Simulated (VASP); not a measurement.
# CdW (Pm-3m) in VASP: a series of runs

Runs on CdW. Level: r2SCAN. Tasks: single point, relaxation of volume and atoms at fixed shape.

Program: VASP 6.6.1. These are calculated values, not measurements. Logs are shortened: lines on timing, memory, paths and dates and some standing lists are left out, and cuts for length are marked.

### 1 The cell of the first run

The structure is cubic, space group Pm-3m (No. 221). Conventional cell: a = 3.253 Å, b = 3.253 Å, c = 3.253 Å, α = 90.00°, β = 90.00°, γ = 90.00°. Cd (site symmetry m-3m) has 8 W at 2.82 Å and 6 Cd at 3.25 Å within 3.7 Å. W (site symmetry m-3m) has 8 Cd at 2.82 Å and 6 W at 3.25 Å within 3.7 Å.

### 2 Single point, r2SCAN

Contents of POSCAR:

```
CdW
1.0
    3.2532568695      0.0000000000      0.0000000000
    0.0000000000      3.2532568695      0.0000000000
    0.0000000000      0.0000000000      3.2532568695
Cd W
1 1
Direct
    0.0000000000      0.0000000000      0.0000000000
    0.5000000000      0.5000000000      0.5000000000
```

Contents of INCAR.step1:

```
PREC = Accurate ; ENCUT = 520
ISMEAR = -1 ; SIGMA = 0.1
LREAL = False ; LASPH = True
NELM = 60 ; NBANDS = 20
GGA = PE ; ALGO = Normal
EDIFF = 1E-4 ; LWAVE = True
LCHARG = False
```

Contents of INCAR.step2:

```
PREC = Accurate ; ENCUT = 520
EDIFF = 1E-6 ; ISMEAR = -1
SIGMA = 0.1 ; LREAL = False
LASPH = True ; NELM = 60
ALGO = Normal ; ISIF = 2
LWAVE = False ; LCHARG = False
METAGGA = R2SCAN ; LMIXTAU = True
NBANDS = 20 ; ISTART = 1
```

Contents of KPOINTS:

```
regular mesh
0
Gamma
  6 6 6
```

Potentials or basis: VASP PAW PBE potentials, release 64 (Cd, W_sv).

The run is started by

```bash
cat potpaw_PBE.64/Cd/POTCAR potpaw_PBE.64/W_sv/POTCAR > POTCAR
cp INCAR.step1 INCAR
mpirun -np 1 vasp_std > vasp.out
cp INCAR.step2 INCAR
mpirun -np 1 vasp_std > vasp.out
```

OUTCAR:

```text
PREC = Accurate
   ENCUT = 520
   EDIFF = 1E-6
   ISMEAR = -1
   LREAL = False
   LASPH = True
   NELM = 60
   ISIF = 2
   METAGGA = R2SCAN
   ISTART = 1

 ion  position               nearest neighbor table
   1  0.000  0.000  0.000-   2 2.82   2 2.82   2 2.82   2 2.82   2 2.82   2 2.82   2 2.82   2 2.82

   2  0.500  0.500  0.500-   1 2.82   1 2.82   1 2.82   1 2.82   1 2.82   1 2.82   1 2.82   1 2.82

  LATTYP: Found a simple cubic cell.
 ALAT       =     3.2532568695

  Lattice vectors:

 A1 = (   3.2532568695,   0.0000000000,   0.0000000000)
 A2 = (   0.0000000000,   3.2532568695,   0.0000000000)
 A3 = (   0.0000000000,   0.0000000000,   3.2532568695)

Analysis of symmetry for initial positions (statically):
=====================================================================
 Subroutine PRICEL returns:
 Original cell was already a primitive cell.

 Routine SETGRP: Setting up the symmetry group for a
 simple cubic supercell.

 Subroutine GETGRP returns: Found 48 space group operations
 (whereof 48 operations were pure point group operations)
 out of a pool of 48 trial point group operations.

The static configuration has the point symmetry O_h .

Analysis of symmetry for dynamics (positions and initial velocities):
=====================================================================
 Subroutine PRICEL returns:
 Original cell was already a primitive cell.

 Routine SETGRP: Setting up the symmetry group for a
 simple cubic supercell.

 Subroutine GETGRP returns: Found 48 space group operations
 (whereof 48 operations were pure point group operations)
 out of a pool of 48 trial point group operations.

The dynamic configuration has the point symmetry O_h .

 Subroutine INISYM returns: Found 48 space group operations
 (whereof 48 operations are pure point group operations),
 and found     1 'primitive' translations

----------------------------------------------------------------------------------------

                                     Primitive cell

  volume of cell :      34.4314

  direct lattice vectors                    reciprocal lattice vectors
     3.253256869  0.000000000  0.000000000     0.307384274  0.000000000  0.000000000
     0.000000000  3.253256869  0.000000000     0.000000000  0.307384274  0.000000000
     0.000000000  0.000000000  3.253256869     0.000000000  0.000000000  0.307384274

  length of vectors
     3.253256869  3.253256869  3.253256869     0.307384274  0.307384274  0.307384274

  position of ions in fractional coordinates (direct lattice)
     0.000000000  0.000000000  0.000000000
     0.500000000  0.500000000  0.500000000

  ion indices of the primitive-cell ions
   primitive index   ion index
                 1           1
                 2           2

----------------------------------------------------------------------------------------

 KPOINTS: regular mesh

Automatic generation of k-mesh.
 Grid dimensions read from file:
 generate k-points for:    6    6    6

 Generating k-lattice:

  Cartesian coordinates                     Fractional coordinates (reciprocal lattice)
     0.051230712  0.000000000  0.000000000     0.166666667  0.000000000  0.000000000
     0.000000000  0.051230712  0.000000000     0.000000000  0.166666667  0.000000000
     0.000000000  0.000000000  0.051230712     0.000000000  0.000000000  0.166666667

  Length of vectors
     0.051230712  0.051230712  0.051230712

  Shift w.r.t. Gamma in fractional coordinates (k-lattice)
     0.000000000  0.000000000  0.000000000

 Subroutine IBZKPT returns following result:
 ===========================================

 Found     20 irreducible k-points:

 Following reciprocal coordinates:
            Coordinates               Weight
  0.000000  0.000000  0.000000      1.000000
  0.166667  0.000000  0.000000      6.000000
  0.333333  0.000000  0.000000      6.000000
  0.500000  0.000000  0.000000      3.000000
  0.166667  0.166667  0.000000     12.000000
  0.333333  0.166667  0.000000     24.000000
[... 12 lines left out ...]
  0.500000  0.500000  0.333333      6.000000
  0.500000  0.500000  0.500000      1.000000
   k-points           NKPTS =     20   k-points in BZ     NKDIM =     20   number of bands    NBANDS=     20
   number of dos      NEDOS =    301   number of ions     NIONS =      2
   total plane-waves  NPLWV =  13824
   dimension x,y,z NGX =    24 NGY =   24 NGZ =   24
   dimension x,y,z NGXF=    48 NGYF=   48 NGZF=   48
   ions per type =               1   1
   NGX,Y,Z   is equivalent  to a cutoff of  12.26, 12.26, 12.26 a.u.
   NGXF,Y,Z  is equivalent  to a cutoff of  24.53, 24.53, 24.53 a.u.
 SYSTEM =  unknown system
   PREC   = accura    normal or accurate (medium, high low for compatibility)
   ISTART =      1    job   : 0-new  1-cont  2-samecut
   ICHARG =      0    charge: 1-file 2-atom 10-const
   ISPIN  =      1    spin polarized calculation?
   LNONCOLLINEAR =      F non collinear calculations
   LSORBIT =      F    spin-orbit coupling
   LASPH  =      T    aspherical Exc in radial PAW
   ENCUT  =  520.0 eV  38.22 Ry    6.18 a.u.   6.05  6.05  6.05*2*pi/ulx,y,z
   NELM   =     60;   NELMIN=  2; NELMDL=  0     # of ELM steps
   EDIFF  = 0.1E-05   stopping-criterion for ELM
   LREAL  =      F    real-space projection
   EDIFFG = 0.1E-04   stopping-criterion for IOM
   NSW    =      0    number of steps for IOM
   IBRION =     -1    ionic relax: 0-MD 1-quasi-New 2-CG
   NFREE  =      0    steps in history (QN), initial steepest desc. (CG)
   ISIF   =      2    stress and relaxation
   ISYM   =      2    0-nonsym 1-usesym 2-fastsym
   POTIM  = 0.5000    time-step for ionic-motion
   TEBEG  =    0.0;   TEEND  =   0.0 temperature during run
   PSTRESS=    0.0 pullay stress
   NELECT =      26.0000    total number of electrons
   NUPDOWN=      -1.0000    fix difference up-down
   EMIN   =  10.00;   EMAX   =-10.00  energy-range for DOS
   EFERMI =   0.00;   METHOD = LEGACY
   ISMEAR =    -1;   SIGMA  =   0.10  broadening in eV -4-tet -1-fermi 0-gaus
   EFERMI_NEDOS =   21; number of points for ismear=-14 and -15
   IALGO  =     38    algorithm
   IMIX   =      4    mixing-type and parameters
     AMIX     =   0.40;   BMIX     =  1.00
     AMIX_MAG =   1.60;   BMIX_MAG =  1.00
  volume/ion in A,a.u.               =      17.22       116.18
  Fermi-wavevector in a.u.,A,eV,Ry     =   1.490782  2.817170 30.238025  2.222432
  Thomas-Fermi vector in A             =   2.603521
   LORBIT       =      0    0 simple, 1 ext, 2 COOP (PROOUT), +10 PAW based schemes
   METAGGA = R2SCAN    functional components
   LHFCALC =     F    Hartree Fock is set to
   AEXX    =    0.0000 exact exchange contribution
   IVDW    =     0    specifies the selected vdW correction
   LEPSILON=     F    determine dielectric tensor
   LRPA    =     F    only Hartree local field effects (RPA)
 non-spin polarized calculation
  energy-cutoff  :      520.00
  volume of cell :       34.43
 maximum number of plane-waves:       952
   NGX = 13   NGY = 13   NGZ = 13

 number of electron      25.9999993 magnetization

 Free energy of the ion-electron system (eV)
  ---------------------------------------------------
  ext. energy  EPLUGINS =         0.00000000
  ---------------------------------------------------
  free energy    TOTEN  =       -69.00412201 eV

  energy without entropy =      -68.95252954  energy(sigma->0) =      -68.97832577

 E-fermi :   6.9682     XC(G=0): -13.9047

 val. band max:        6.9638584505   @ k =   0.3333   0.1667   0.1667
 cond. band min:       6.9786274339   @ k =   0.1667   0.1667   0.0000
 fundamental gap:      0.0147689835
 Fermi energy:         6.9681701158

 k-point     1 :       0.0000    0.0000    0.0000
  band No.  band energies     occupation
      1     -69.1091      2.00000
      2     -32.5753      2.00000
      3     -32.5753      2.00000
      4     -32.5753      2.00000
      5      -3.0562      2.00000
      6      -2.9753      2.00000
[... 12 lines left out ...]
     19      19.6785      0.00000
     20      22.4388      0.00000

 k-point     2 :       0.1667    0.0000    0.0000
  band No.  band energies     occupation
      1     -69.1073      2.00000
      2     -32.6224      2.00000
      3     -32.5721      2.00000
      4     -32.5721      2.00000
      5      -2.8988      2.00000
      6      -2.8089      2.00000
[... 12 lines left out ...]
     19      20.5088      0.00000
     20      20.6515      0.00000

 k-point     3 :       0.3333    0.0000    0.0000
  band No.  band energies     occupation
      1     -69.1038      2.00000
      2     -32.7155      2.00000
      3     -32.5658      2.00000
      4     -32.5658      2.00000
      5      -2.7386      2.00000
      6      -2.4659      2.00000
[... 12 lines left out ...]
     19      18.8929      0.00000
     20      20.3242      0.00000

 k-point     4 :       0.5000    0.0000    0.0000
  band No.  band energies     occupation
      1     -69.1021      2.00000
      2     -32.7615      2.00000
      3     -32.5626      2.00000
      4     -32.5626      2.00000
      5      -2.6545      2.00000
      6      -2.2950      2.00000
[... 12 lines left out ...]
     19      20.3291      0.00000
     20      20.3291      0.00000

 k-point     5 :       0.1667    0.1667    0.0000
  band No.  band energies     occupation
      1     -69.1056      2.00000
      2     -32.6208      2.00000
      3     -32.6161      2.00000
      4     -32.5687      2.00000
      5      -2.8007      2.00000
      6      -2.6494      2.00000
[... 12 lines left out ...]
     19      20.0927      0.00000
     20      22.4502      0.00000
[... 261 lines left out ...]
      6      -2.5021      2.00000
[... 12 lines left out ...]
     19      16.1900      0.00000
     20      18.8468      0.00000

 k-point    18 :       0.5000    0.3333    0.3333
  band No.  band energies     occupation
      1     -69.0922      2.00000
      2     -32.7304      2.00000
      3     -32.6829      2.00000
      4     -32.6821      2.00000
      5      -2.7580      2.00000
      6      -2.5444      2.00000
[... 12 lines left out ...]
     19      15.6352      0.00000
     20      17.2425      0.00000

 k-point    19 :       0.5000    0.5000    0.3333
  band No.  band energies     occupation
      1     -69.0905      2.00000
      2     -32.7262      2.00000
      3     -32.7262      2.00000
      4     -32.6788      2.00000
      5      -2.7278      2.00000
      6      -2.5741      2.00000
[... 12 lines left out ...]
     19      17.4265      0.00000
     20      17.5227      0.00000

 k-point    20 :       0.5000    0.5000    0.5000
  band No.  band energies     occupation
      1     -69.0888      2.00000
      2     -32.7226      2.00000
      3     -32.7226      2.00000
      4     -32.7226      2.00000
      5      -2.6057      2.00000
      6      -2.6057      2.00000
[... 12 lines left out ...]
     19      14.1593      0.00000
     20      17.3002      0.00000

------------------------ aborting loop because EDIFF is reached ----------------------------------------

  FORCE on cell =-STRESS in cart. coord.  units (eV):
  Direction    XX          YY          ZZ          XY          YZ          ZX
  --------------------------------------------------------------------------------------
  -------------------------------------------------------------------------------------
  Total        0.3508532      0.3508532      0.3508532     -0.0000000      0.0000000      0.0000000
  in kB       16.3260441     16.3260441     16.3260441     -0.0000000      0.0000000      0.0000000
  external PRESSURE =      16.3260441 kB  Pullay stress =       0.0000000 kB

 VOLUME and BASIS-vectors are now :
 -----------------------------------------------------------------------------
  energy-cutoff  :      520.00
  volume of cell :       34.43
      direct lattice vectors                 reciprocal lattice vectors
     3.253256869  0.000000000  0.000000000     0.307384274  0.000000000  0.000000000
     0.000000000  3.253256869  0.000000000     0.000000000  0.307384274  0.000000000
     0.000000000  0.000000000  3.253256869     0.000000000  0.000000000  0.307384274

 POSITION                                       TOTAL-FORCE (eV/Angst)
 -----------------------------------------------------------------------------------
      0.00000      0.00000      0.00000         0.000000      0.000000      0.000000
      1.62663      1.62663      1.62663         0.000000      0.000000      0.000000
 -----------------------------------------------------------------------------------
    total drift:                                0.000000      0.000000     -0.000000

  FREE ENERGIE OF THE ION-ELECTRON SYSTEM (eV)
  ---------------------------------------------------
  free  energy   TOTEN  =       -69.0041220074 eV

  energy  without entropy=      -68.9525295364  energy(sigma->0) =      -68.97832577
```

It took 16 s on 1 thread of Intel Xeon 6975P-C (Granite Rapids), shared host; peak memory 0.15 GiB.

Results:

```yaml
Free_energy: -69.0041 eV
Pressure: 1.6 GPa
Band_gap_on_the_k_mesh: zero (band 13 reaches 9.78 eV, above the bottom of band 14 at 6.33 eV)
```

Caveat: the PAW data sets were made with another functional, which shifts forces and pressure a little; spin-orbit coupling is left out, which moves the levels of the heavy elements.

### 3 Relaxation of volume and atoms at fixed shape, r2SCAN

This run uses another cell than the first one, of 18.55 Å³/atom, 1.077 times its volume.

Contents of POSCAR:

```
CdW
1.0
    3.3350000000      0.0000000000      0.0000000000
    0.0000000000      3.3350000000      0.0000000000
    0.0000000000      0.0000000000      3.3350000000
Cd W
1 1
Direct
    0.0000000000      0.0000000000      0.0000000000
    0.5000000000      0.5000000000      0.5000000000
```

Contents of INCAR.step1:

```
ALGO = Normal
EDIFF = 1E-4
ENCUT = 600
GGA = PE
ISMEAR = -1
LASPH = T
LCHARG = F
LREAL = F
LWAVE = T
NELM = 80
PREC = Accurate
SIGMA = 0.1
```

Contents of INCAR.step2:

```
ALGO = Normal
EDIFF = 1E-6
EDIFFG = -0.02
ENCUT = 600
IBRION = 2
ISIF = 8
ISMEAR = -1
ISTART = 1
LASPH = T
LCHARG = F
LMIXTAU = T
LREAL = F
LWAVE = F
METAGGA = R2SCAN
NELM = 80
NSW = 80
PREC = Accurate
SIGMA = 0.1
```

Contents of KPOINTS:

```
k-points
0
Gamma
  6 6 6
```

Potentials or basis: VASP PAW PBE potentials, release 64 (Cd, W_sv).

The run is started by

```bash
cat potpaw_PBE.64/Cd/POTCAR potpaw_PBE.64/W_sv/POTCAR > POTCAR
cp INCAR.step1 INCAR
mpirun -np 1 vasp_std > vasp.out
cp INCAR.step2 INCAR
mpirun -np 1 vasp_std > vasp.out
```

It took 90 s on 1 thread of Intel Xeon 6975P-C (Granite Rapids), shared host; peak memory 0.18 GiB.

The run converged. Its results:

```
Free energy                            : -69.0065 eV
Relaxed volume                         : 17.37 Å³/atom
Relaxed cell                           : a = 3.263 Å, b = 3.263 Å, c = 3.263 Å, α = 90.00°, β = 90.00°, γ = 90.00°
Space group after relaxing (to 0.05 Å) : Pm-3m (No. 221)
Energy gained by relaxing              : 40.4 meV/atom
Ionic steps                            : 4
Pressure after relaxing                : -0.1 GPa
Band gap on the k mesh                 : zero (band 13 reaches 9.65 eV, above the bottom of band 14 at 6.24 eV)
```

The path:
```tsv
step	energy change (eV)	largest force (eV/Å)	pressure (GPa)	volume (Å³)
1	0.0000	0.0000	-10.24	37.09
2	0.1890	0.0000	26.49	31.09
3	-0.0808	0.0000	-0.37	34.80
4	-0.0808	0.0000	-0.06	34.74
```

Final structure:
```
Cd W
1.0
     3.26291    0.00000    0.00000
     0.00000    3.26291    0.00000
     0.00000    0.00000    3.26291
Cd W
1 1
Cartesian
  0.0000 0.0000 0.0000
  1.6315 1.6315 1.6315
```

Levels at points of the mesh, in eV from the Fermi level:
```tsv
k point	band 10	band 11	band 12	band 13	band 14	band 15	band 16	band 17
(0.00, 0.00, 0.00)	-9.01	-1.93	-1.93	1.91	1.91	1.91	6.15	6.15
(0.50, 0.00, 0.00)	-6.15	-4.63	-2.31	-0.63	-0.63	1.64	3.17	11.32
(0.50, 0.50, 0.00)	-4.58	-1.60	-1.16	-1.16	1.00	1.00	2.91	5.45
(0.50, 0.50, 0.50)	-3.73	-3.73	-3.73	2.78	3.04	3.04	5.58	5.58
```

Caveat: the PAW data sets were made with another functional, which shifts forces and pressure a little; spin-orbit coupling is left out, which moves the levels of the heavy elements.
